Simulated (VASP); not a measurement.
Crystal: CsPbBr3.

```xyz
5
Lattice="5.4039 0.0000 0.0000 0.0000 5.4039 0.0000 0.0000 0.0000 5.4039" Properties=species:S:1:pos:R:3 pbc="T T T"
Cs    0.0000    0.0000    0.0000
Pb    2.7020    2.7020    2.7020
Br    2.7020    2.7020    0.0000
Br    2.7020    0.0000    2.7020
Br    0.0000    2.7020    2.7020
```

```yaml
Program: VASP 6.6.1
Task: relaxation of cell and atoms
Functional: PBE
Potentials_or_basis: VASP PAW PBE potentials, release 64 (Cs_sv, Pb_d, Br)
Cutoff: 600 eV
k_mesh: 4 × 4 × 4
Occupations: fermi-dirac, width 0.02 eV
Spin: no spin polarisation
```

At the start: pressure 12.6 GPa; volume 31.56 Å³/atom.

Task: Where does the relaxation end?

Result: Over 5 steps the energy falls by 344.2 meV/atom and the volume is 43.42 Å³/atom (+37.6 %); space group Pm-3m (No. 221, to 0.1 Å) before and after.

Step by step:
| step | energy change (eV) | largest force (eV/Å) | pressure (GPa) | volume (Å³) |
| --- | --- | --- | --- | --- |
| 1 | 0.0000 | 0.0000 | 12.58 | 157.81 |
| 2 | -1.7159 | 0.0000 | -0.36 | 221.42 |
| 3 | -1.7206 | 0.0000 | 0.09 | 216.05 |
| 4 | -1.7208 | 0.0000 | -0.03 | 217.34 |
| 5 | -1.7209 | 0.0000 | -0.01 | 217.12 |

Final structure:
```
Cs Pb Br
1.0
     6.01035    0.00000    0.00000
     0.00000    6.01035    0.00000
     0.00000    0.00000    6.01035
Cs Pb Br
1 1 3
Direct
  0.00000 0.00000 0.00000
  0.50000 0.50000 0.50000
  0.50000 0.50000 0.00000
  0.50000 0.00000 0.50000
  0.00000 0.50000 0.50000
```

Caveat: the volume moved by over 15 % at a fixed basis, so the end points are rough.
